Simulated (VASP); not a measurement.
# CdS in VASP: further runs

Runs on CdS. Level: LDA. Tasks: electric field gradients.

Program: VASP 6.6.1. These are calculated values, not measurements. Logs are shortened: lines on timing, memory, paths and dates and some standing lists are left out, and cuts for length are marked.

## Step 1: The cell of the first run

It takes space group P6_3mc (No. 186, hexagonal). Conventional cell: a = 4.189 Å, b = 4.189 Å, c = 6.838 Å, α = 90.00°, β = 90.00°, γ = 120.00°. Within 3.4 Å of Cd (site symmetry 3m) lie 4 S at 2.54 to 2.63 Å. S (site symmetry 3m) has 4 Cd at 2.54 to 2.63 Å within 3.4 Å.

## Step 2: Electric field gradients, LDA (volume scaled by 1.04)

INCAR reads:

```
  ALGO = Normal
  EDIFF = 1E-8
  ENCUT = 520
  ISIF = 2
  ISMEAR = -1
  LASPH = True
  LCHARG = False
  LEFG = True
  LREAL = False
  LWAVE = False
  NBANDS = 26
  NELM = 60
  PREC = Accurate
  SIGMA = 0.02
```

KPOINTS reads:

```
k-points
0
Gamma
  8 8 4
```

POSCAR reads:

```
CdS
1.0
    4.1892106958      0.0000000000      0.0000000000
   -2.0946053479      3.6279628844      0.0000000000
    0.0000000000      0.0000000000      6.8378128164
Cd S
2 2
Direct
    0.3333333333      0.6666666667      0.0000000000
    0.6666666667      0.3333333333      0.5000000000
    0.3333333333      0.6666666667      0.3850000000
    0.6666666667      0.3333333333      0.8850000000
```

Potentials or basis: VASP PAW LDA potentials, release 64 (Cd, S).

On the command line:

```console
cat potpaw_LDA.64/Cd/POTCAR potpaw_LDA.64/S/POTCAR > POTCAR
mpirun -np 1 vasp_std > vasp.out
```

OUTCAR:

```text
EDIFF = 1E-8
   ENCUT = 520
   ISIF = 2
   ISMEAR = -1
   LASPH = True
   LREAL = False
   NELM = 60
   PREC = Accurate

 ion  position               nearest neighbor table
   1  0.333  0.667  0.000-   4 2.54   4 2.54   4 2.54   3 2.63
   2  0.667  0.333  0.500-   3 2.54   3 2.54   3 2.54   4 2.63
   3  0.333  0.667  0.385-   2 2.54   2 2.54   2 2.54   1 2.63
   4  0.667  0.333  0.885-   1 2.54   1 2.54   1 2.54   2 2.63

  LATTYP: Found a hexagonal cell.
 ALAT       =     4.1892106958
 C/A-ratio  =     1.6322437120

  Lattice vectors:

 A1 = (   4.1892106958,   0.0000000000,   0.0000000000)
 A2 = (  -2.0946053479,   3.6279628844,   0.0000000000)
 A3 = (   0.0000000000,   0.0000000000,   6.8378128164)

Analysis of symmetry for initial positions (statically):
=====================================================================
 Subroutine PRICEL returns:
 Original cell was already a primitive cell.

 Routine SETGRP: Setting up the symmetry group for a
 hexagonal supercell.

 Subroutine GETGRP returns: Found 12 space group operations
 (whereof  6 operations were pure point group operations)
 out of a pool of 24 trial point group operations.

The static configuration has the point symmetry C_3v.
 The point group associated with its full space group is C_6v.

Analysis of symmetry for dynamics (positions and initial velocities):
=====================================================================
 Subroutine PRICEL returns:
 Original cell was already a primitive cell.

 Routine SETGRP: Setting up the symmetry group for a
 hexagonal supercell.

 Subroutine GETGRP returns: Found 12 space group operations
 (whereof  6 operations were pure point group operations)
 out of a pool of 24 trial point group operations.

The dynamic configuration has the point symmetry C_3v.
 The point group associated with its full space group is C_6v.

 Subroutine INISYM returns: Found 12 space group operations
 (whereof  6 operations are pure point group operations),
 and found     1 'primitive' translations

----------------------------------------------------------------------------------------

                                     Primitive cell

  volume of cell :     103.9231

[... 133 lines left out ...]
  ---------------------------------------------------
  ext. energy  EPLUGINS =         0.00000000
  ---------------------------------------------------
  free energy    TOTEN  =       -14.69247861 eV

  energy without entropy =      -14.69247861  energy(sigma->0) =      -14.69247861

 E-fermi :   1.1603     XC(G=0):  -9.3711

 val. band max:        0.7250552200   @ k =   0.0000   0.0000   0.0000
 cond. band min:       1.6076132415   @ k =   0.0000   0.0000   0.0000
 fundamental gap:      0.8825580215
 Fermi energy:         1.1602597231

 k-point     1 :       0.0000    0.0000    0.0000
  band No.  band energies     occupation
      1     -11.3558      2.00000
      2     -10.9643      2.00000
      3      -6.8861      2.00000
      4      -6.8861      2.00000
      5      -6.8240      2.00000
      6      -6.8240      2.00000
[... 685 lines left out ...]
     25       8.8897      0.00000
     26       8.8897      0.00000

 [... further k-points ...]
[... 5 lines left out ...]
  --------------------------------------------------------------------------------------
  -------------------------------------------------------------------------------------
  Total       -2.4767419     -2.4767419     -3.3927815      0.0000000     -0.0000000      0.0000000
  in kB      -38.1837954    -38.1837954    -52.3063267      0.0000000     -0.0000000      0.0000000
  external PRESSURE =     -42.8913059 kB  Pullay stress =       0.0000000 kB

 VOLUME and BASIS-vectors are now :
 -----------------------------------------------------------------------------
  energy-cutoff  :      520.00
  volume of cell :      103.92
      direct lattice vectors                 reciprocal lattice vectors
     4.189210696  0.000000000  0.000000000     0.238708452  0.137818389  0.000000000
    -2.094605348  3.627962884  0.000000000     0.000000000  0.275636778  0.000000000
     0.000000000  0.000000000  6.837812816     0.000000000  0.000000000  0.146245594

 POSITION                                       TOTAL-FORCE (eV/Angst)
 -----------------------------------------------------------------------------------
     -0.00000      2.41864      0.00000         0.000000     -0.000000      0.209357
      2.09461      1.20932      3.41891        -0.000000      0.000000      0.209357
     -0.00000      2.41864      2.63256        -0.000000      0.000000     -0.209357
      2.09461      1.20932      6.05146         0.000000      0.000000     -0.209357
 -----------------------------------------------------------------------------------
    total drift:                               -0.000000     -0.000000     -0.000261

  FREE ENERGIE OF THE ION-ELECTRON SYSTEM (eV)
  ---------------------------------------------------
  free  energy   TOTEN  =       -14.6924786146 eV

  energy  without entropy=      -14.6924786146  energy(sigma->0) =      -14.69247861

 Electric field gradients (V/A^2)
---------------------------------------------------------------------
 ion       V_xx      V_yy      V_zz      V_xy      V_xz      V_yz
---------------------------------------------------------------------
   1     -16.954   -16.952    33.906     0.001     0.000    -0.000
   2     -16.954   -16.952    33.906     0.001    -0.000     0.000
   3       3.860     3.861    -7.721     0.000    -0.000     0.000
   4       3.860     3.861    -7.721     0.000     0.000    -0.000
---------------------------------------------------------------------

 Electric field gradients after diagonalization (V/A^2)
 (convention: |V_zz| > |V_xx| > |V_yy|)
----------------------------------------------------------------------
 ion       V_xx      V_yy      V_zz     asymmetry (V_yy - V_xx)/ V_zz
----------------------------------------------------------------------
   1     -16.954   -16.952    33.906       0.000
   2     -16.954   -16.952    33.906       0.000
   3       3.861     3.860    -7.721       0.000
   4       3.861     3.860    -7.721       0.000
----------------------------------------------------------------------

           NMR quadrupolar parameters

 Cq : quadrupolar parameter    Cq=e*Q*V_zz/h
 eta: asymmetry parameters     (V_yy - V_xx)/ V_zz
 Q  : nuclear electric quadrupole moment in mb (millibarn)
----------------------------------------------------------------------
 ion       Cq(MHz)       eta       Q (mb)
----------------------------------------------------------------------
   1       0.082       0.000       1.000
   2       0.082       0.000       1.000
   3      -0.019       0.000       1.000
   4      -0.019       0.000       1.000
----------------------------------------------------------------------
```

Wall time 28 s (1 thread of Intel Xeon 6975P-C (Granite Rapids), shared host); peak memory 0.22 GiB.

Results:

```yaml
Free_energy: -14.6925 eV
Pressure: -4.3 GPa
Largest_force: 0.209 eV/Å
Band_gap_on_the_k_mesh: 0.88 eV, direct
```

Forces in eV/Å, atoms in the order of the input:
```
Cd   0.000  0.000  0.209
Cd   0.000  0.000  0.209
S    0.000  0.000 -0.209
S    0.000  0.000 -0.209
```

Electric field gradients, principal values (V/Å²):
```tsv
atom	least	middle	greatest (by size)
1 Cd	-16.952	-16.954	33.906
2 Cd	-16.952	-16.954	33.906
3 S	3.860	3.861	-7.721
4 S	3.860	3.861	-7.721
```

Caveat: without QUAD_EFG the Cq values of the log hold for a quadrupole moment of 1 mb, not for the nuclei.

(Continued in part 2 of 2.)
